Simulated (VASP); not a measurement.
# BaTiO3 (P4mm) in VASP: dielectric tensor with PBEsol+D3(BJ)

Aim: the dielectric tensor of BaTiO3 with PBEsol+D3(BJ).

Everything below comes from runs of VASP 6.6.1. Logs are shortened: lines on timing, memory, paths and dates and some standing lists are left out, and cuts for length are marked.

### 1 The cell of the first run

It takes space group P4mm (No. 99, tetragonal). Conventional cell: a = 4.000 Å, b = 4.000 Å, c = 4.018 Å, α = 90.00°, β = 90.00°, γ = 90.00°. Ba (site symmetry 4mm) has 12 O at 2.79 to 2.88 Å and 8 Ti at 3.45 to 3.49 Å within 3.7 Å. Within 2.5 Å of Ti (site symmetry 4mm) lie 6 O at 1.89 to 2.13 Å. O (site symmetry 4mm) has 2 Ti at 1.89 to 2.13 Å within 2.5 Å. Within 2.7 Å of O (site symmetry 2mm) lie 2 Ti at 2.00 Å.

### 2 Dielectric tensor, PBEsol+D3(BJ)

Contents of INCAR:

```
PREC = Accurate
ENCUT = 520
EDIFF = 1E-8
ISMEAR = 0
SIGMA = 0.01
LREAL = F
LASPH = T
NELM = 120
ALGO = Normal
ISIF = 2
LWAVE = F
LCHARG = F
GGA = PS
IVDW = 12
LEPSILON = T
GGA_COMPAT = F
```

Contents of KPOINTS:

```
Automatic mesh
0
Gamma
  4 4 4
```

Contents of POSCAR:

```
BaTiO3
1.0
    3.9998000000      0.0000000000      0.0000000000
    0.0000000000      3.9998000000      0.0000000000
    0.0000000000      0.0000000000      4.0180000000
Ba Ti O
1 1 3
Direct
    0.0000000000      0.0000000000      0.0000000000
    0.5000000000      0.5000000000      0.4900000000
    0.5000000000      0.5000000000      0.0190000000
    0.5000000000      0.0000000000      0.5170000000
    0.0000000000      0.5000000000      0.5170000000
```

Potentials or basis: VASP PAW PBE potentials, release 64 (Ba_sv, Ti_sv, O).

Launch:

```
$ cat potpaw_PBE.64/Ba_sv/POTCAR potpaw_PBE.64/Ti_sv/POTCAR potpaw_PBE.64/O/POTCAR > POTCAR
$ mpirun -np 1 vasp_std > vasp.out
```

OUTCAR:

```text
PREC = Accurate
   ENCUT = 520
   EDIFF = 1E-8
   ISMEAR = 0
   LREAL = F
   LASPH = T
   NELM = 120
   ISIF = 2
   GGA = PS
   IVDW = 12
   LEPSILON = T
 IVDW          = 12

 ion  position               nearest neighbor table
   1  0.000  0.000  0.000-   4 2.79   5 2.79   5 2.79   4 2.79   3 2.83   3 2.83   3 2.83   3 2.83
                             4 2.88   5 2.88   5 2.88   4 2.88   2 3.45   2 3.45   2 3.45   2 3.45
   2  0.500  0.500  0.490-   3 1.89   4 2.00   5 2.00   4 2.00   5 2.00   3 2.13   1 3.45   1 3.45
                             1 3.45   1 3.45   1 3.49   1 3.49   1 3.49   1 3.49
   3  0.500  0.500  0.019-   2 1.89   2 2.13   1 2.83   1 2.83   1 2.83   1 2.83
   4  0.500  0.000  0.517-   2 2.00   2 2.00   1 2.79   1 2.79   1 2.88   1 2.88
   5  0.000  0.500  0.517-   2 2.00   2 2.00   1 2.79   1 2.79   1 2.88   1 2.88

  LATTYP: Found a simple tetragonal cell.
 ALAT       =     3.9998000000
 C/A-ratio  =     1.0045502275

  Lattice vectors:

 A1 = (   3.9998000000,   0.0000000000,   0.0000000000)
 A2 = (   0.0000000000,   3.9998000000,   0.0000000000)
 A3 = (   0.0000000000,   0.0000000000,   4.0180000000)

Analysis of symmetry for initial positions (statically):
=====================================================================
 Subroutine PRICEL returns:
 Original cell was already a primitive cell.

 Routine SETGRP: Setting up the symmetry group for a
 simple tetragonal supercell.

 Subroutine GETGRP returns: Found  8 space group operations
 (whereof  8 operations were pure point group operations)
 out of a pool of 16 trial point group operations.

The static configuration has the point symmetry C_4v.

Analysis of symmetry for dynamics (positions and initial velocities):
=====================================================================
 Subroutine PRICEL returns:
 Original cell was already a primitive cell.

 Routine SETGRP: Setting up the symmetry group for a
 simple tetragonal supercell.

 Subroutine GETGRP returns: Found  8 space group operations
 (whereof  8 operations were pure point group operations)
 out of a pool of 16 trial point group operations.

The dynamic configuration has the point symmetry C_4v.

 Subroutine INISYM returns: Found  8 space group operations
 (whereof  8 operations are pure point group operations),
 and found     1 'primitive' translations

----------------------------------------------------------------------------------------

                                     Primitive cell

  volume of cell :      64.2816

  direct lattice vectors                    reciprocal lattice vectors
     3.999800000  0.000000000  0.000000000     0.250012501  0.000000000  0.000000000
     0.000000000  3.999800000  0.000000000     0.000000000  0.250012501  0.000000000
     0.000000000  0.000000000  4.018000000     0.000000000  0.000000000  0.248880040

  length of vectors
     3.999800000  3.999800000  4.018000000     0.250012501  0.250012501  0.248880040

  position of ions in fractional coordinates (direct lattice)
     0.000000000  0.000000000  0.000000000
     0.500000000  0.500000000  0.490000000
     0.500000000  0.500000000  0.019000000
     0.500000000  0.000000000  0.517000000
     0.000000000  0.500000000  0.517000000

  ion indices of the primitive-cell ions
   primitive index   ion index
                 1           1
                 2           2
                 3           3
                 4           4
                 5           5

----------------------------------------------------------------------------------------

 KPOINTS: Automatic mesh

Automatic generation of k-mesh.
 Grid dimensions read from file:
 generate k-points for:    4    4    4

 Generating k-lattice:

  Cartesian coordinates                     Fractional coordinates (reciprocal lattice)
     0.062503125  0.000000000  0.000000000     0.250000000  0.000000000  0.000000000
     0.000000000  0.062503125  0.000000000     0.000000000  0.250000000  0.000000000
     0.000000000  0.000000000  0.062220010     0.000000000  0.000000000  0.250000000

[... 82 lines left out ...]
  energy-cutoff  :      520.00
  volume of cell :       64.28
 maximum number of plane-waves:      1755
 NGX is ok and might be reduce to    30
   NGX = 15   NGY = 15   NGZ = 15

--------------------------------------- Ionic step        1  -------------------------------------------

 number of electron      39.9999978 magnetization

 E-fermi :   3.9153     XC(G=0): -11.5000

 val. band max:        3.7055954091   @ k =   0.5000   0.5000   0.5000
 cond. band min:       5.4216105804   @ k =   0.0000   0.0000   0.0000
 fundamental gap:      1.7160151713
 Fermi energy:         3.9153239741

 k-point     1 :       0.0000    0.0000    0.0000
  band No.  band energies     occupation
      1     -52.6413      2.00000
      2     -28.9938      2.00000
      3     -28.9648      2.00000
      4     -28.9648      2.00000
      5     -21.1004      2.00000
      6     -13.1380      2.00000
[... 475 lines left out ...]
     23       7.8660      0.00000
     24      10.1587      0.00000

  FORCE on cell =-STRESS in cart. coord.  units (eV):
  Direction    XX          YY          ZZ          XY          YZ          ZX
  --------------------------------------------------------------------------------------
  -------------------------------------------------------------------------------------
  Total      -2.31338    -2.31338    -1.90722     0.00000     0.00000     0.00000
  in kB     -57.65960   -57.65960   -47.53617     0.00000     0.00000     0.00000
  external pressure =      -54.29 kB  Pullay stress =        0.00 kB

 VOLUME and BASIS-vectors are now :
 -----------------------------------------------------------------------------
  energy-cutoff  :      520.00
  volume of cell :       64.28
      direct lattice vectors                 reciprocal lattice vectors
     3.999800000  0.000000000  0.000000000     0.250012501  0.000000000  0.000000000
     0.000000000  3.999800000  0.000000000     0.000000000  0.250012501  0.000000000
     0.000000000  0.000000000  4.018000000     0.000000000  0.000000000  0.248880040

 POSITION                                       TOTAL-FORCE (eV/Angst)
 -----------------------------------------------------------------------------------
      0.00000      0.00000      0.00000        -0.000000      0.000000      0.052423
      1.99990      1.99990      1.96882        -0.000000      0.000000     -0.228636
      1.99990      1.99990      0.07634        -0.000000     -0.000000      0.354660
      1.99990      0.00000      2.07731        -0.000000      0.000000     -0.089224
      0.00000      1.99990      2.07731         0.000000      0.000000     -0.089224
 -----------------------------------------------------------------------------------
    total drift:                                0.000000      0.000000      0.000158

  FREE ENERGIE OF THE ION-ELECTRON SYSTEM (eV)
  ---------------------------------------------------
  free  energy   TOTEN  =       -43.2949874095 eV

  energy  without entropy=      -43.2949874095  energy(sigma->0) =      -43.29498741

 HEAD OF MICROSCOPIC STATIC DIELECTRIC TENSOR (INDEPENDENT PARTICLE, excluding Hartree and local field effects)
 ------------------------------------------------------
           7.113501     0.000000     0.000000
           0.000000     7.113501     0.000000
           0.000000     0.000000     6.920503
 ------------------------------------------------------

 Free energy of the ion-electron system (eV)
  ---------------------------------------------------
  ---------------------------------------------------
  free energy    TOTEN  =        -1.10460630 eV

  energy without entropy =       -1.10460630

------------------------ aborting loop because EDIFF is reached ----------------------------------------

 Edisp (eV)   -1.31741

 E8    (eV) :    -0.9121
[... 7 lines left out ...]
 E8    (eV) :    -0.9121

--------------------------------------- Ionic step        3  -------------------------------------------

 Free energy of the ion-electron system (eV)
  ---------------------------------------------------
  ---------------------------------------------------
  free energy    TOTEN  =        -1.03026639 eV

  energy without entropy =       -1.03026639

------------------------ aborting loop because EDIFF is reached ----------------------------------------

 Edisp (eV)   -1.31741

 E8    (eV) :    -0.9121

 PIEZOELECTRIC TENSOR FIELD DIRECTION 3  (e Angst)
 -----------------------------------------------------------------------------
    -0.48721  0.00000  0.00000           (  0.06753  0.00000  0.00000)
     0.00000 -0.48721  0.00000           (  0.00000  0.06753  0.00000)
     0.00000  0.00000 -0.29124           (  0.00000  0.00000 -0.68247)

 PIEZOELECTRIC TENSOR FIELD DIRECTION 3  (C/m^2)
 -----------------------------------------------------------------------------
    -0.12144  0.00000  0.00000
     0.00000 -0.12144  0.00000
     0.00000  0.00000 -0.07259

 MACROSCOPIC STATIC DIELECTRIC TENSOR (including local field effects in DFT)
 ------------------------------------------------------
           6.920104     0.000000     0.000000
           0.000000     6.920104     0.000000
           0.000000     0.000000     6.503485
 ------------------------------------------------------

 PIEZOELECTRIC TENSOR (including local field effects)  for field in x, y, z        (e  Angst)
          XX          YY          ZZ          XY          YZ          ZX
  --------------------------------------------------------------------------------
  x     0.00000     0.00000     0.00000     0.00000     0.00000    -0.29612
  y     0.00000     0.00000     0.00000     0.00000    -0.29613     0.00000
  z    -0.48721    -0.48721    -0.29124     0.00000     0.00000     0.00000

 PIEZOELECTRIC TENSOR (including local field effects)  for field in x, y, z        (C/m^2)
          XX          YY          ZZ          XY          YZ          ZX
  --------------------------------------------------------------------------------
  x     0.00000     0.00000     0.00000     0.00000     0.00000    -0.07381
  y     0.00000     0.00000     0.00000     0.00000    -0.07381     0.00000
  z    -0.12144    -0.12144    -0.07259     0.00000     0.00000     0.00000

 BORN EFFECTIVE CHARGES (including local field effects) (in |e|, cummulative output)
 ---------------------------------------------------------------------------------
 ion    1
    1     2.75872     0.00000     0.00000
    2     0.00000     2.75872     0.00000
    3     0.00000     0.00000     2.80856
 ion    2
    1     7.48721     0.00000     0.00000
    2     0.00000     7.48721     0.00000
    3     0.00000     0.00000     6.64964
 ion    3
    1    -2.06350     0.00000     0.00000
    2     0.00000    -2.06350     0.00000
    3     0.00000     0.00000    -5.41582
 ion    4
    1    -2.23805     0.00000     0.00000
    2     0.00000    -5.94439    -0.00000
    3     0.00000     0.00000    -2.02119
 ion    5
    1    -5.94439     0.00000     0.00000
    2     0.00000    -2.23805     0.00000
    3     0.00000     0.00000    -2.02119
```

Run time: 9.1 min. Hardware: 1 thread of Intel Xeon 6975P-C, shared host; peak memory 0.3 GiB.

Results:

* Band gap on the k mesh: 1.72 eV, indirect (least direct gap 2.01 eV)
* Electronic dielectric tensor (diagonal): 6.92, 6.92, 6.50
* Born charges (mean of the diagonal): Ba +2.78; Ti +7.21; O -3.18, -3.40 e
* Dispersion energy per atom: -0.263 eV

Levels at points of the mesh, in eV from the valence-band top:
| k point | band 16 | band 17 | band 18 | band 19 | band 20 | band 21 | band 22 | band 23 | band 24 |
| --- | --- | --- | --- | --- | --- | --- | --- | --- | --- |
| (0.00, 0.00, 0.00) | -1.25 | -1.15 | -0.30 | -0.29 | -0.29 | 1.72 | 1.94 | 1.94 | 3.99 |
| (0.50, 0.00, 0.00) | -1.99 | -1.86 | -1.76 | -0.96 | -0.85 | 2.08 | 3.48 | 3.52 | 4.04 |
| (0.50, 0.50, 0.00) | -2.77 | -1.78 | -0.98 | -0.98 | -0.09 | 3.53 | 3.53 | 3.91 | 4.70 |
| (0.00, 0.00, 0.50) | -2.00 | -1.97 | -1.97 | -0.72 | -0.72 | 1.88 | 3.54 | 3.54 | 3.99 |
| (0.50, 0.00, 0.50) | -2.73 | -1.75 | -0.91 | -0.90 | -0.17 | 3.50 | 3.55 | 3.90 | 4.82 |
| (0.50, 0.50, 0.50) | -2.46 | -2.44 | -0.08 | -0.08 | 0.00 | 4.16 | 4.16 | 4.16 | 6.45 |

Electronic dielectric tensor:
```
6.92 0.00 0.00
0.00 6.92 0.00
0.00 0.00 6.50
```

Born effective charge tensors (e):
atom 1, Ba
```
2.76 0.00 0.00
0.00 2.76 0.00
0.00 0.00 2.81
```
atom 2, Ti
```
7.49 0.00 0.00
0.00 7.49 0.00
0.00 0.00 6.65
```
atom 3, O
```
-2.06  0.00  0.00
 0.00 -2.06  0.00
 0.00  0.00 -5.42
```
atom 4, O
```
-2.24  0.00  0.00
 0.00 -5.94  0.00
 0.00  0.00 -2.02
```
atom 5, O
```
-5.94  0.00  0.00
 0.00 -2.24  0.00
 0.00  0.00 -2.02
```

Caveat: three body term missing; the PAW data sets were made with another functional, which shifts forces and pressure a little; spin-orbit coupling is left out, which moves the levels of the heavy elements. Expect the measured gap to be larger: semilocal functionals such as PBEsol lack the derivative discontinuity.
